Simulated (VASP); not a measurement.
# C (P6_3/mmc) in VASP: further runs

The runs below take C through single point, with r2SCAN.

All numbers are computed with VASP 6.6.1; they aren't measurements. Logs are shortened: lines on timing, memory, paths and dates and some standing lists are left out, and cuts for length are marked.

### 1 The cell of the first run

It takes space group P6_3/mmc (No. 194, hexagonal). The conventional cell has a = 2.456 Å, b = 2.456 Å, c = 7.011 Å, α = 90.00°, β = 90.00°, γ = 120.00°. Within 1.9 Å of C (site symmetry -6m2) lie 3 C at 1.42 Å. Within 1.9 Å of C (site symmetry -6m2) lie 3 C at 1.42 Å.

### 2 Single point, r2SCAN

Input file POSCAR:

```
C
1.0
    2.4559134450      0.0000000000      0.0000000000
   -1.2279567225      2.1268834329      0.0000000000
    0.0000000000      0.0000000000      7.0106290262
C
4
Direct
    1.0000000000      1.0000000000      0.2500000000
    0.0000000000      0.0000000000      0.7500000000
    0.3333333333      0.6666666667      0.2500000000
    0.6666666667      0.3333333333      0.7500000000
```

Input file INCAR.step1:

```
SYSTEM = C
PREC = Accurate
ENCUT = 520
ISMEAR = 1
SIGMA = 0.3
LREAL = .FALSE.
LASPH = .TRUE.
NELM = 100
NBANDS = 16
GGA = PE
ALGO = Normal
EDIFF = 1E-4
LWAVE = .TRUE.
LCHARG = .FALSE.
```

Input file INCAR.step2:

```
SYSTEM = C
PREC = Accurate
ENCUT = 520
EDIFF = 1E-6
ISMEAR = 1
SIGMA = 0.3
LREAL = .FALSE.
LASPH = .TRUE.
NELM = 100
ALGO = Normal
ISIF = 2
LWAVE = .FALSE.
LCHARG = .FALSE.
METAGGA = R2SCAN
LMIXTAU = .TRUE.
NBANDS = 16
ISTART = 1
```

Input file KPOINTS:

```
regular mesh
0
G
  15 15 5
  0 0 0
```

Potentials or basis: VASP PAW PBE potentials, release 64 (C).

Started as:

```
$ cat potpaw_PBE.64/C/POTCAR > POTCAR
$ cp INCAR.step1 INCAR
$ mpirun -np 1 vasp_std > vasp.out
$ cp INCAR.step2 INCAR
$ mpirun -np 1 vasp_std > vasp.out
```

OUTCAR:

```text
SYSTEM = C
   PREC = Accurate
   ENCUT = 520
   EDIFF = 1E-6
   ISMEAR = 1
   LREAL = .FALSE.
   LASPH = .TRUE.
   NELM = 100
   ISIF = 2
   METAGGA = R2SCAN
   ISTART = 1

 ion  position               nearest neighbor table
   1  0.000  0.000  0.250-   3 1.42   3 1.42   3 1.42
   2  0.000  0.000  0.750-   4 1.42   4 1.42   4 1.42
   3  0.333  0.667  0.250-   1 1.42   1 1.42   1 1.42
   4  0.667  0.333  0.750-   2 1.42   2 1.42   2 1.42

  LATTYP: Found a hexagonal cell.
 ALAT       =     2.4559134450
 C/A-ratio  =     2.8545912481

  Lattice vectors:

 A1 = (   2.4559134450,   0.0000000000,   0.0000000000)
 A2 = (  -1.2279567225,   2.1268834329,   0.0000000000)
 A3 = (   0.0000000000,   0.0000000000,   7.0106290262)

Analysis of symmetry for initial positions (statically):
=====================================================================
 Subroutine PRICEL returns:
 Original cell was already a primitive cell.

 Routine SETGRP: Setting up the symmetry group for a
 hexagonal supercell.

 Subroutine GETGRP returns: Found 24 space group operations
 (whereof 12 operations were pure point group operations)
 out of a pool of 24 trial point group operations.

The static configuration has the point symmetry D_3d.
 The point group associated with its full space group is D_6h.

Analysis of symmetry for dynamics (positions and initial velocities):
=====================================================================
 Subroutine PRICEL returns:
 Original cell was already a primitive cell.

 Routine SETGRP: Setting up the symmetry group for a
 hexagonal supercell.

 Subroutine GETGRP returns: Found 24 space group operations
 (whereof 12 operations were pure point group operations)
 out of a pool of 24 trial point group operations.

The dynamic configuration has the point symmetry D_3d.
 The point group associated with its full space group is D_6h.

 Subroutine INISYM returns: Found 24 space group operations
 (whereof 12 operations are pure point group operations),
 and found     1 'primitive' translations

----------------------------------------------------------------------------------------

                                     Primitive cell

  volume of cell :      36.6196

  direct lattice vectors                    reciprocal lattice vectors
     2.455913445  0.000000000  0.000000000     0.407180474  0.235085756  0.000000000
    -1.227956723  2.126883433  0.000000000     0.000000000  0.470171512  0.000000000
     0.000000000  0.000000000  7.010629026     0.000000000  0.000000000  0.142640553

  length of vectors
     2.455913445  2.455913445  7.010629026     0.470171512  0.470171512  0.142640553

  position of ions in fractional coordinates (direct lattice)
     0.000000000  0.000000000  0.250000000
     0.000000000  0.000000000  0.750000000
     0.333333333  0.666666667  0.250000000
     0.666666667  0.333333333  0.750000000

  ion indices of the primitive-cell ions
   primitive index   ion index
                 1           1
                 2           2
                 3           3
                 4           4

----------------------------------------------------------------------------------------

 KPOINTS: regular mesh

Automatic generation of k-mesh.
 Grid dimensions read from file:
 generate k-points for:   15   15    5

 Generating k-lattice:

  Cartesian coordinates                     Fractional coordinates (reciprocal lattice)
     0.027145365  0.015672384  0.000000000     0.066666667  0.000000000  0.000000000
     0.000000000  0.031344767  0.000000000     0.000000000  0.066666667  0.000000000
     0.000000000  0.000000000  0.028528111     0.000000000  0.000000000  0.200000000

  Length of vectors
     0.031344767  0.031344767  0.028528111

  Shift w.r.t. Gamma in fractional coordinates (k-lattice)
     0.000000000  0.000000000  0.000000000

 Subroutine IBZKPT returns following result:
 ===========================================

 Found     81 irreducible k-points:

 Following reciprocal coordinates:
            Coordinates               Weight
  0.000000  0.000000  0.000000      1.000000
  0.066667  0.000000  0.000000      6.000000
  0.133333 -0.000000  0.000000      6.000000
  0.200000  0.000000  0.000000      6.000000
  0.266667 -0.000000  0.000000      6.000000
  0.333333  0.000000  0.000000      6.000000
[... 16 lines left out ...]
  0.333333  0.200000  0.000000     12.000000
  0.400000  0.200000  0.000000      6.000000
 [... further k-points ...]
   k-points           NKPTS =     81   k-points in BZ     NKDIM =     81   number of bands    NBANDS=     16
   number of dos      NEDOS =    301   number of ions     NIONS =      4
   total plane-waves  NPLWV =  17496
   dimension x,y,z NGX =    18 NGY =   18 NGZ =   54
   dimension x,y,z NGXF=    36 NGYF=   36 NGZF=  108
   ions per type =               4
   NGX,Y,Z   is equivalent  to a cutoff of  12.18, 12.18, 12.81 a.u.
   NGXF,Y,Z  is equivalent  to a cutoff of  24.37, 24.37, 25.61 a.u.
 SYSTEM =  C
   PREC   = accura    normal or accurate (medium, high low for compatibility)
   ISTART =      1    job   : 0-new  1-cont  2-samecut
   ICHARG =      0    charge: 1-file 2-atom 10-const
   ISPIN  =      1    spin polarized calculation?
   LNONCOLLINEAR =      F non collinear calculations
   LSORBIT =      F    spin-orbit coupling
   LASPH  =      T    aspherical Exc in radial PAW
   ENCUT  =  520.0 eV  38.22 Ry    6.18 a.u.   4.57  4.57 13.04*2*pi/ulx,y,z
   NELM   =    100;   NELMIN=  2; NELMDL=  0     # of ELM steps
   EDIFF  = 0.1E-05   stopping-criterion for ELM
   LREAL  =      F    real-space projection
   EDIFFG = 0.1E-04   stopping-criterion for IOM
   NSW    =      0    number of steps for IOM
   IBRION =     -1    ionic relax: 0-MD 1-quasi-New 2-CG
   NFREE  =      0    steps in history (QN), initial steepest desc. (CG)
   ISIF   =      2    stress and relaxation
   ISYM   =      2    0-nonsym 1-usesym 2-fastsym
   POTIM  = 0.5000    time-step for ionic-motion
   TEBEG  =    0.0;   TEEND  =   0.0 temperature during run
   PSTRESS=    0.0 pullay stress
   NELECT =      16.0000    total number of electrons
   NUPDOWN=      -1.0000    fix difference up-down
   EMIN   =  10.00;   EMAX   =-10.00  energy-range for DOS
   EFERMI =   0.00;   METHOD = LEGACY
   ISMEAR =     1;   SIGMA  =   0.30  broadening in eV -4-tet -1-fermi 0-gaus
   EFERMI_NEDOS =   21; number of points for ismear=-14 and -15
   IALGO  =     38    algorithm
   IMIX   =      4    mixing-type and parameters
     AMIX     =   0.40;   BMIX     =  1.00
     AMIX_MAG =   1.60;   BMIX_MAG =  1.00
  volume/ion in A,a.u.               =       9.15        61.78
  Fermi-wavevector in a.u.,A,eV,Ry     =   1.242254  2.347519 20.996428  1.543194
  Thomas-Fermi vector in A             =   2.376616
   LORBIT       =      0    0 simple, 1 ext, 2 COOP (PROOUT), +10 PAW based schemes
   METAGGA = R2SCAN    functional components
   LHFCALC =     F    Hartree Fock is set to
   AEXX    =    0.0000 exact exchange contribution
   IVDW    =     0    specifies the selected vdW correction
   LEPSILON=     F    determine dielectric tensor
   LRPA    =     F    only Hartree local field effects (RPA)
 non-spin polarized calculation
 Methfessel and Paxton  Order N= 1 SIGMA  =   0.30
  energy-cutoff  :      520.00
  volume of cell :       36.62
 maximum number of plane-waves:      1008
   NGX =  9   NGY =  9   NGZ = 27

 number of electron      15.9999995 magnetization

 Free energy of the ion-electron system (eV)
  ---------------------------------------------------
  ext. energy  EPLUGINS =         0.00000000
  ---------------------------------------------------
  free energy    TOTEN  =       -39.75000154 eV

  energy without entropy =      -39.74864711  energy(sigma->0) =      -39.74955006

 E-fermi :   4.3066     XC(G=0): -10.8307

 val. band max:        4.3025828430   @ k =   0.3333   0.3333   0.2000
 cond. band min:       4.3141801989   @ k =   0.3333   0.3333   0.4000
 fundamental gap:      0.0115973560
 Fermi energy:         4.3066196838

 k-point     1 :       0.0000    0.0000    0.0000
  band No.  band energies     occupation
      1     -16.6320      2.00000
      2     -16.4228      2.00000
      3      -4.5636      2.00000
      4      -2.9580      2.00000
      5       1.0983      2.00000
      6       1.0983      2.00000
[... 8 lines left out ...]
     15      16.7555      0.00000
     16      16.9197      0.00000

 k-point     2 :       0.0667    0.0000    0.0000
  band No.  band energies     occupation
      1     -16.5196      2.00000
      2     -16.3118      2.00000
      3      -4.4276      2.00000
      4      -2.8284      2.00000
      5       0.6350      2.00000
      6       0.6542      2.00000
[... 8 lines left out ...]
     15      16.3324      0.00000
     16      16.5186      0.00000

 k-point     3 :       0.1333   -0.0000    0.0000
  band No.  band energies     occupation
      1     -16.1832      2.00000
      2     -15.9794      2.00000
      3      -4.0216      2.00000
      4      -2.4423      2.00000
      5      -0.5901      2.00000
      6      -0.5554      2.00000
[... 8 lines left out ...]
     15      15.1662      0.00000
     16      15.4313      0.00000

 k-point     4 :       0.2000    0.0000    0.0000
  band No.  band energies     occupation
      1     -15.6252      2.00000
      2     -15.4283      2.00000
      3      -3.3516      2.00000
      4      -2.2619      2.00000
      5      -2.2085      2.00000
      6      -1.8083      2.00000
[... 8 lines left out ...]
     15      16.7823      0.00000
     16      16.8160      0.00000
[... 324 lines left out ...]
 k-point    22 :       0.2667    0.2000    0.0000
  band No.  band energies     occupation
      1     -12.5902      2.00000
      2     -12.4301      2.00000
      3      -6.6601      2.00000
      4      -6.5886      2.00000
      5      -4.5089      2.00000
      6      -4.4573      2.00000
[... 8 lines left out ...]
     15      17.7133      0.00000
     16      18.2208      0.00000

 k-point    23 :       0.3333    0.2000    0.0000
  band No.  band energies     occupation
      1     -11.3719      2.00000
      2     -11.2306      2.00000
      3      -8.1783      2.00000
      4      -8.0816      2.00000
      5      -4.9744      2.00000
      6      -4.9086      2.00000
[... 8 lines left out ...]
     15      17.2845      0.00000
     16      17.7832      0.00000

 k-point    24 :       0.4000    0.2000    0.0000
  band No.  band energies     occupation
      1     -10.3843      2.00000
      2     -10.3111      2.00000
      3      -9.2222      2.00000
      4      -9.1762      2.00000
      5      -5.1193      2.00000
      6      -5.0498      2.00000
[... 8 lines left out ...]
     15      16.7330      0.00000
     16      16.8696      0.00000

 [... further k-points ...]

------------------------ aborting loop because EDIFF is reached ----------------------------------------

  FORCE on cell =-STRESS in cart. coord.  units (eV):
  Direction    XX          YY          ZZ          XY          YZ          ZX
  --------------------------------------------------------------------------------------
  -------------------------------------------------------------------------------------
  Total        0.2319193      0.2319193     -0.0030066     -0.0000000     -0.0000000      0.0000000
  in kB       10.1469077     10.1469077     -0.1315430     -0.0000000     -0.0000000      0.0000000
  external PRESSURE =       6.7207575 kB  Pullay stress =       0.0000000 kB

 VOLUME and BASIS-vectors are now :
 -----------------------------------------------------------------------------
  energy-cutoff  :      520.00
  volume of cell :       36.62
      direct lattice vectors                 reciprocal lattice vectors
     2.455913445  0.000000000  0.000000000     0.407180474  0.235085756  0.000000000
    -1.227956723  2.126883433  0.000000000     0.000000000  0.470171512  0.000000000
     0.000000000  0.000000000  7.010629026     0.000000000  0.000000000  0.142640553

 POSITION                                       TOTAL-FORCE (eV/Angst)
 -----------------------------------------------------------------------------------
      0.00000      0.00000      1.75266        -0.000000      0.000000     -0.000000
      0.00000      0.00000      5.25797         0.000000     -0.000000     -0.000000
     -0.00000      1.41792      1.75266         0.000000      0.000000      0.000000
      1.22796      0.70896      5.25797        -0.000000     -0.000000     -0.000000
 -----------------------------------------------------------------------------------
    total drift:                                0.000000     -0.000000      0.000000

  FREE ENERGIE OF THE ION-ELECTRON SYSTEM (eV)
  ---------------------------------------------------
  free  energy   TOTEN  =       -39.7500015364 eV

  energy  without entropy=      -39.7486471115  energy(sigma->0) =      -39.74955006
```

Run time: 62 s. Hardware: 1 thread of Intel Xeon 6975P-C (Granite Rapids), shared host; peak memory 0.16 GiB.

What came out:

| Item | Value |
| --- | --- |
| Free energy | -39.7500 eV |
| Pressure | 0.7 GPa |
| Band gap on the k mesh | zero (bands 8 and 9 overlap by 0.02 eV) |

Levels at points of the mesh, in eV from the Fermi level:
| k point | band 5 | band 6 | band 7 | band 8 | band 9 | band 10 | band 11 | band 12 |
| --- | --- | --- | --- | --- | --- | --- | --- | --- |
| (0.00, 0.00, 0.00) | -3.21 | -3.21 | -3.20 | -3.20 | 4.06 | 8.72 | 8.72 | 8.76 |

Caveat: the PAW data sets were made with another functional, which shifts forces and pressure a little.

### 3 Single point, r2SCAN

POSCAR is that of step 2.

Input file INCAR.step1:

```
SYSTEM = C
PREC = Accurate
ENCUT = 520
ISMEAR = -1
SIGMA = 0.05
LREAL = .False.
LASPH = .True.
NELM = 100
NBANDS = 16
GGA = PE
ALGO = Normal
EDIFF = 1E-4
LWAVE = .True.
LCHARG = .False.
```

Input file INCAR.step2:

```
SYSTEM = C
PREC = Accurate
ENCUT = 520
EDIFF = 1E-7
ISMEAR = -1
SIGMA = 0.05
LREAL = .False.
LASPH = .True.
NELM = 100
ALGO = Normal
ISIF = 2
LWAVE = .False.
LCHARG = .True.
METAGGA = R2SCAN
LMIXTAU = .True.
LELF = .True.
LVHAR = .True.
NBANDS = 16
ISTART = 1
```

Input file KPOINTS:

```
regular mesh
0
Gamma
  16 16 5
  0 0 0
```

Potentials or basis: VASP PAW PBE potentials, release 64 (C).

Started as:

```
$ cat potpaw_PBE.64/C/POTCAR > POTCAR
$ cp INCAR.step1 INCAR
$ mpirun -np 1 vasp_std > vasp.out
$ cp INCAR.step2 INCAR
$ mpirun -np 1 vasp_std > vasp.out
```

It took 80 s on 1 thread of Intel Xeon 6975P-C (Granite Rapids), shared host; peak memory 0.17 GiB.

It converged, with:

```
Free energy : -39.7540 eV
Pressure    : 0.7 GPa
```

Stress tensor (GPa, compression positive):
```
0.96 0.00 0.00
0.00 0.96 0.00
0.00 0.00 0.10
```

Caveat: the PAW data sets were made with another functional, which shifts forces and pressure a little.

### 4 Single point, r2SCAN

POSCAR is that of step 3.

Input file INCAR.step1:

```
ALGO = Normal
EDIFF = 1E-4
ENCUT = 520
GGA = PE
ISMEAR = -1
LASPH = T
LCHARG = F
LREAL = F
LWAVE = T
NBANDS = 16
NELM = 80
PREC = Accurate
SIGMA = 0.05
```

Input file INCAR.step2:

```
ALGO = Normal
EDIFF = 1E-6
ENCUT = 520
ISIF = 2
ISMEAR = -1
ISTART = 1
LASPH = T
LCHARG = F
LMIXTAU = T
LREAL = F
LWAVE = F
METAGGA = R2SCAN
NBANDS = 16
NELM = 80
PREC = Accurate
SIGMA = 0.05
```

Input file KPOINTS:

```
k-points
0
Gamma
  21 21 7
```

Started as:

```
$ cat potpaw_PBE.64/C/POTCAR > POTCAR
$ cp INCAR.step1 INCAR
$ mpirun -np 1 vasp_std > vasp.out
$ cp INCAR.step2 INCAR
$ mpirun -np 1 vasp_std > vasp.out
```

Wall time 2.3 min (1 thread of Intel Xeon 6975P-C (Granite Rapids), shared host); peak memory 0.2 GiB.

Results (log left out):

- Free energy: -39.7522 eV
- Pressure: 0.7 GPa
- Band gap on the k mesh: zero (bands 8 and 9 overlap by 0.02 eV)

Stress tensor (GPa, compression positive):
```
0.99 0.00 0.00
0.00 0.99 0.00
0.00 0.00 0.03
```

Levels at points of the mesh, in eV from the Fermi level:
```tsv
k point	band 6	band 7	band 8	band 9	band 10	band 11
(0.00, 0.00, 0.00)	-3.21	-3.20	-3.20	4.06	8.72	8.72
```

Caveat: the PAW data sets were made with another functional, which shifts forces and pressure a little.

### 5 Summary

| k mesh | smearing | gap on the mesh (eV) | pressure (GPa) |
| --- | --- | --- | --- |
| 15 × 15 × 5 | methfessel-paxton 0.3 eV | none | 0.7 |
| 16 × 16 × 5 | fermi-dirac 0.05 eV | - | 0.7 |
| 21 × 21 × 7 | fermi-dirac 0.05 eV | none | 0.7 |

Alike in all rows: task single point; level r2SCAN; potentials or basis VASP PAW PBE potentials, release 64 (C); no spin polarisation; cell as given; cutoff (eV) 520.

Caveats: the PAW data sets were made with another functional, which shifts forces and pressure a little.

Total energies depend on the potentials used, so only differences within one code and one set of settings carry meaning.
